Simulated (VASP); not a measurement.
# InSe (R3m) in VASP: further runs

InSe is run at these levels: revPBE, r2SCAN, revPBE+D3(BJ), revPBE+D4; tasks: single point.

All numbers are computed with VASP 6.6.1; they aren't measurements. Logs are shortened: lines on timing, memory, paths and dates and some standing lists are left out, and cuts for length are marked.

**The experiment to reproduce.**

“The Interaction of Hydrogen with the van der Waals Crystal γ-InSe”, 2020, pmc:7321205 reports, for a bulk crystal of InSe at 300 K: band gap 1.25 eV.

How close the calculation comes is told below.

## 1. The cell of the first run

The structure is trigonal, space group R3m (No. 160). Conventional cell: a = 4.133 Å, b = 4.133 Å, c = 32.298 Å, α = 90.00°, β = 90.00°, γ = 120.00°. In (site symmetry 3m) has 3 Se at 2.70 Å and 1 In at 2.85 Å within 3.6 Å. In (site symmetry 3m) has 3 Se at 2.70 Å and 1 In at 2.85 Å within 3.6 Å. Se (site symmetry 3m) has 3 In at 2.70 Å within 3.6 Å. Within 3.6 Å of Se (site symmetry 3m) lie 3 In at 2.70 Å.

## 2. Single point, revPBE

INCAR reads:

```
PREC = Accurate ; ENCUT = 520
EDIFF = 1E-6 ; ISMEAR = -1
SIGMA = 0.05 ; LREAL = False
LASPH = True ; NELM = 60
ALGO = Normal ; ISIF = 2
LWAVE = False ; LCHARG = False
GGA = RE ; NBANDS = 27
```

KPOINTS reads:

```
regular mesh
0
Gamma
  8 8 8
```

POSCAR reads:

```
InSe
1.0
    2.0666182705      1.1931626148     10.7659249094
   -2.0666182705      1.1931626148     10.7659249094
    0.0000000000     -2.3863252296     10.7659249094
In Se
2 2
Direct
    0.9001970612      0.9001970612      0.9001970612
   -0.0115303498     -0.0115303498     -0.0115303498
    0.1942980309      0.1942980309      0.1942980309
    0.3610352578      0.3610352578      0.3610352578
```

Potentials or basis: VASP PAW PBE potentials, release 64 (In_d, Se).

Command:

```
$ cat potpaw_PBE.64/In_d/POTCAR potpaw_PBE.64/Se/POTCAR > POTCAR
$ mpirun -np 1 vasp_std > vasp.out
```

OUTCAR:

```text
PREC = Accurate
   ENCUT = 520
   EDIFF = 1E-6
   ISMEAR = -1
   LREAL = False
   LASPH = True
   NELM = 60
   ISIF = 2
   GGA = RE

 ion  position               nearest neighbor table
   1  0.900  0.900  0.900-   3 2.70   3 2.70   3 2.70   2 2.85
   2  0.988  0.988  0.988-   4 2.70   4 2.70   4 2.70   1 2.85
   3  0.194  0.194  0.194-   1 2.70   1 2.70   1 2.70
   4  0.361  0.361  0.361-   2 2.70   2 2.70   2 2.70

  LATTYP: Found a trigonal (rhomboedric) cell.
 ALAT       =    11.0272248211
 COS(alpha) =     0.9297545714

  Lattice vectors:

 A1 = (   2.0666182705,   1.1931626148,  10.7659249094)
 A2 = (  -2.0666182705,   1.1931626148,  10.7659249094)
 A3 = (   0.0000000000,  -2.3863252296,  10.7659249094)

Analysis of symmetry for initial positions (statically):
=====================================================================
 Subroutine PRICEL returns:
 Original cell was already a primitive cell.

 Routine SETGRP: Setting up the symmetry group for a
 trigonal (rhombohedral) supercell.

 Subroutine GETGRP returns: Found  6 space group operations
 (whereof  6 operations were pure point group operations)
 out of a pool of 12 trial point group operations.

The static configuration has the point symmetry C_3v.

Analysis of symmetry for dynamics (positions and initial velocities):
=====================================================================
 Subroutine PRICEL returns:
 Original cell was already a primitive cell.

 Routine SETGRP: Setting up the symmetry group for a
 trigonal (rhombohedral) supercell.

 Subroutine GETGRP returns: Found  6 space group operations
 (whereof  6 operations were pure point group operations)
 out of a pool of 12 trial point group operations.

The dynamic configuration has the point symmetry C_3v.

 Subroutine INISYM returns: Found  6 space group operations
 (whereof  6 operations are pure point group operations),
 and found     1 'primitive' translations

----------------------------------------------------------------------------------------

                                     Primitive cell

  volume of cell :     159.2805

[... 86 lines left out ...]
   ISPIN  =      1    spin polarized calculation?
   LNONCOLLINEAR =      F non collinear calculations
   LSORBIT =      F    spin-orbit coupling
   LASPH  =      T    aspherical Exc in radial PAW
   ENCUT  =  520.0 eV  38.22 Ry    6.18 a.u.  20.50 20.50 20.50*2*pi/ulx,y,z
   NELM   =     60;   NELMIN=  2; NELMDL= -5     # of ELM steps
   EDIFF  = 0.1E-05   stopping-criterion for ELM
   LREAL  =      F    real-space projection
   EDIFFG = 0.1E-04   stopping-criterion for IOM
   NSW    =      0    number of steps for IOM
   IBRION =     -1    ionic relax: 0-MD 1-quasi-New 2-CG
   NFREE  =      0    steps in history (QN), initial steepest desc. (CG)
   ISIF   =      2    stress and relaxation
   ISYM   =      2    0-nonsym 1-usesym 2-fastsym
   POTIM  = 0.5000    time-step for ionic-motion
   TEBEG  =    0.0;   TEEND  =   0.0 temperature during run
   PSTRESS=    0.0 pullay stress
   NELECT =      38.0000    total number of electrons
   NUPDOWN=      -1.0000    fix difference up-down
   EMIN   =  10.00;   EMAX   =-10.00  energy-range for DOS
   EFERMI =   0.00;   METHOD = LEGACY
   ISMEAR =    -1;   SIGMA  =   0.05  broadening in eV -4-tet -1-fermi 0-gaus
   EFERMI_NEDOS =   21; number of points for ismear=-14 and -15
   IALGO  =     38    algorithm
   IMIX   =      4    mixing-type and parameters
     AMIX     =   0.40;   BMIX     =  1.00
     AMIX_MAG =   1.60;   BMIX_MAG =  1.00
  volume/ion in A,a.u.               =      39.82       268.72
  Fermi-wavevector in a.u.,A,eV,Ry     =   1.015349  1.918731 14.026693  1.030933
  Thomas-Fermi vector in A             =   2.148629
   LORBIT       =      0    0 simple, 1 ext, 2 COOP (PROOUT), +10 PAW based schemes
   GGA     = RE    functional components
   LHFCALC =     F    Hartree Fock is set to
   AEXX    =    0.0000 exact exchange contribution
   IVDW    =     0    specifies the selected vdW correction
   LEPSILON=     F    determine dielectric tensor
   LRPA    =     F    only Hartree local field effects (RPA)
 non-spin polarized calculation
  energy-cutoff  :      520.00
  volume of cell :      159.28
 maximum number of plane-waves:      4333
 NGX is ok and might be reduce to    84
   NGX = 41   NGY = 41   NGZ = 41

 number of electron      38.0000002 magnetization

 Free energy of the ion-electron system (eV)
  ---------------------------------------------------
  ext. energy  EPLUGINS =         0.00000000
  ---------------------------------------------------
  free energy    TOTEN  =       -13.19583914 eV

  energy without entropy =      -13.19583865  energy(sigma->0) =      -13.19583889

 E-fermi :   1.7670     XC(G=0):  -7.0807

 val. band max:        1.1320242470   @ k =   0.5000   0.5000   0.3750
 cond. band min:       2.2761205951   @ k =   0.5000   0.5000   0.5000
 fundamental gap:      1.1440963482
 Fermi energy:         1.7669681579

 k-point     1 :       0.0000    0.0000    0.0000
  band No.  band energies     occupation
      1     -13.0277      2.00000
      2     -12.8694      2.00000
      3     -12.8694      2.00000
      4     -12.8012      2.00000
      5     -12.8012      2.00000
      6     -12.7938      2.00000
[... 709 lines left out ...]
     26       7.9499      0.00000
     27       8.2363      0.00000

 [... further k-points ...]

------------------------ aborting loop because EDIFF is reached ----------------------------------------

  FORCE on cell =-STRESS in cart. coord.  units (eV):
  Direction    XX          YY          ZZ          XY          YZ          ZX
  --------------------------------------------------------------------------------------
  -------------------------------------------------------------------------------------
  Total        0.0231472      0.0231472      0.0565662      0.0000000      0.0000000     -0.0000000
  in kB        0.2328340      0.2328340      0.5689901      0.0000000      0.0000000     -0.0000000
  external PRESSURE =       0.3448861 kB  Pullay stress =       0.0000000 kB

 VOLUME and BASIS-vectors are now :
 -----------------------------------------------------------------------------
  energy-cutoff  :      520.00
  volume of cell :      159.28
      direct lattice vectors                 reciprocal lattice vectors
     2.066618270  1.193162615 10.765924909     0.241941150  0.139684788  0.030961885
    -2.066618270  1.193162615 10.765924909    -0.241941150  0.139684788  0.030961885
     0.000000000 -2.386325230 10.765924909     0.000000000 -0.279369576  0.030961885

 POSITION                                       TOTAL-FORCE (eV/Angst)
 -----------------------------------------------------------------------------------
      0.00000      0.00000     29.07436         0.000000      0.000000      0.009157
      0.00000      0.00000     31.92537         0.000000      0.000000     -0.008224
      0.00000      0.00000      6.27539         0.000000     -0.000000     -0.012686
      0.00000      0.00000     11.66064         0.000000     -0.000000      0.011753
 -----------------------------------------------------------------------------------
    total drift:                                0.000000      0.000000      0.001658

  FREE ENERGIE OF THE ION-ELECTRON SYSTEM (eV)
  ---------------------------------------------------
  free  energy   TOTEN  =       -13.1958391371 eV

  energy  without entropy=      -13.1958386503  energy(sigma->0) =      -13.19583889
```

stdout:

```text
POSCAR found type information on POSCAR InSe
 POSCAR found :  2 types and       4 ions
 scaLAPACK will be used
 -----------------------------------------------------------------------------
|                                                                             |
|                                                                             |
|     You enforced a specific xc type in the INCAR file but a different       |
|     I HOPE YOU KNOW WHAT YOU ARE DOING!                                     |
|                                                                             |
 -----------------------------------------------------------------------------

 LDA part: xc-table for (Slater+PW92), standard interpolation
 POSCAR, INCAR and KPOINTS ok, starting setup
 FFT: planning ... GRIDC
 FFT: planning ... GRID_SOFT
 FFT: planning ... GRID
 WAVECAR not read
 entering main loop
```

Run time: 39 min. Hardware: 1 thread of Intel Xeon Platinum 8488C (Sapphire Rapids), shared host; peak memory 1.2 GiB.

What came out:

```yaml
Free_energy: -13.1958 eV
Pressure: 0.0 GPa
Largest_force: 0.013 eV/Å
Band_gap_on_the_k_mesh: 1.14 eV (least direct gap 1.18 eV)
```

Forces on the atoms (eV/Å):
```
In   0.000  0.000  0.009
In   0.000  0.000 -0.008
Se   0.000  0.000 -0.013
Se   0.000  0.000  0.012
```

Caveat: the PAW data sets were made with another functional, which shifts forces and pressure a little; spin-orbit coupling is left out, which moves the levels of the heavy elements.

## 3. Single point, r2SCAN

This run uses another cell than the first one, of 30.74 Å³/atom.

POSCAR reads:

```
InSe
1.0
    2.0219989538      1.1674016403      8.6814173469
   -2.0219989538      1.1674016403      8.6814173469
    0.0000000000     -2.3348032806      8.6814173469
In Se
2 2
Direct
    0.8906202098      0.8906202098      0.8906202098
   -0.0019476387     -0.0019476387     -0.0019476387
    0.1756545679      0.1756545679      0.1756545679
    0.3796728609      0.3796728609      0.3796728609
```

INCAR.step1 reads:

```
  ALGO = Normal
  EDIFF = 1E-4
  ENCUT = 520
  GGA = PE
  ISMEAR = -1
  LASPH = T
  LCHARG = F
  LREAL = F
  LWAVE = T
  NBANDS = 27
  NELM = 80
  PREC = Accurate
  SIGMA = 0.05
```

INCAR.step2 reads:

```
  ALGO = Normal
  EDIFF = 1E-6
  ENCUT = 520
  ISIF = 2
  ISMEAR = -1
  ISTART = 1
  LASPH = T
  LCHARG = F
  LMIXTAU = T
  LREAL = F
  LWAVE = F
  METAGGA = R2SCAN
  NBANDS = 27
  NELM = 80
  PREC = Accurate
  SIGMA = 0.05
```

KPOINTS reads:

```
k-points
0
Gamma
  8 8 8
```

Potentials or basis: VASP PAW PBE potentials, release 64 (In_d, Se).

Command:

```
$ cat potpaw_PBE.64/In_d/POTCAR potpaw_PBE.64/Se/POTCAR > POTCAR
$ cp INCAR.step1 INCAR
$ mpirun -np 1 vasp_std > vasp.out
$ cp INCAR.step2 INCAR
$ mpirun -np 1 vasp_std > vasp.out
```

Wall time 76 min (1 thread of Intel Xeon Platinum 8488C (Sapphire Rapids), shared host); peak memory 0.83 GiB.

Results (log left out):

```
Free energy            : -76.4812 eV
Pressure               : 0.0 GPa
Largest force          : 0.019 eV/Å
Band gap on the k mesh : 0.91 eV
```

Forces in eV/Å, atoms in the order of the input:
```
In   0.000  0.000  0.016
In   0.000  0.000 -0.017
Se   0.000  0.000 -0.018
Se   0.000  0.000  0.019
```

Levels at points of the mesh, in eV from the valence-band top:
| k point | band 17 | band 18 | band 19 | band 20 | band 21 | band 22 |
| --- | --- | --- | --- | --- | --- | --- |
| (0.00, 0.00, 0.00) | -1.24 | -1.24 | -1.23 | 1.87 | 2.56 | 4.70 |
| (0.50, 0.00, 0.00) | -2.25 | -2.21 | -1.61 | 1.67 | 2.28 | 4.13 |
| (0.50, 0.50, 0.00) | -2.43 | -2.08 | -1.46 | 1.70 | 2.25 | 3.84 |
| (0.50, 0.50, 0.50) | -1.16 | -1.16 | 0.00 | 0.91 | 2.59 | 4.65 |

Caveat: the PAW data sets were made with another functional, which shifts forces and pressure a little; spin-orbit coupling is left out, which moves the levels of the heavy elements.

## 4. Single point, revPBE+D3(BJ)

This run uses another cell than the first one, of 28.69 Å³/atom.

INCAR reads:

```
SYSTEM = InSe
ALGO = Normal ; EDIFF = 1E-7
ENCUT = 520 ; GGA = RE
ISIF = 2 ; ISMEAR = -1
IVDW = 12 ; LASPH = .TRUE.
LCHARG = .TRUE. ; LELF = .TRUE.
LREAL = .FALSE. ; LVHAR = .TRUE.
LWAVE = .FALSE. ; NBANDS = 27
NELM = 60 ; PREC = Accurate
SIGMA = 0.05
```

KPOINTS reads:

```
k-points
0
G
  8 8 8
  0 0 0
```

POSCAR reads:

```
InSe
1.0
    2.0115050402      1.1613429764      8.1880316341
   -2.0115050402      1.1613429764      8.1880316341
    0.0000000000     -2.3226859529      8.1880316341
In Se
2 2
Direct
    0.8875653465      0.8875653465      0.8875653465
    0.0010217206      0.0010217206      0.0010217206
    0.1684080007      0.1684080007      0.1684080007
    0.3870049322      0.3870049322      0.3870049322
```

Command:

```
$ cat potpaw_PBE.64/In_d/POTCAR potpaw_PBE.64/Se/POTCAR > POTCAR
$ mpirun -np 1 vasp_std > vasp.out
```

Wall time 27 min (1 thread of Intel Xeon 8259CL, shared host); peak memory 0.62 GiB.

The run converged. Its results:

| Item | Value |
| --- | --- |
| Free energy | -15.2519 eV |
| Pressure | 0.0 GPa |
| Largest force | 0.015 eV/Å |
| Band gap on the k mesh | 0.37 eV |
| Dispersion energy per atom | -0.579 eV |

Forces in eV/Å, atoms in the order of the input:
```
In   0.000  0.000  0.013
In   0.000  0.000 -0.013
Se   0.000  0.000 -0.015
Se   0.000  0.000  0.015
```

Levels at points of the mesh, in eV from the valence-band top:
```tsv
k point	band 15	band 16	band 17	band 18	band 19	band 20	band 21	band 22	band 23	band 24
(0.00, 0.00, 0.00)	-1.67	-1.45	-1.45	-1.25	-1.25	1.84	2.10	4.27	4.27	5.01
(0.50, 0.00, 0.00)	-3.57	-2.52	-2.47	-2.21	-1.68	1.09	2.00	3.70	4.02	4.67
(0.50, 0.50, 0.00)	-3.29	-2.76	-2.62	-2.01	-1.53	1.06	2.01	3.30	3.51	4.15
(0.50, 0.50, 0.50)	-1.51	-1.51	-1.17	-1.17	0.00	0.37	2.19	4.15	4.15	5.56
```

Caveat: the PAW data sets were made with another functional, which shifts forces and pressure a little; spin-orbit coupling is left out, which moves the levels of the heavy elements.

(Continued in part 2 of 2.)
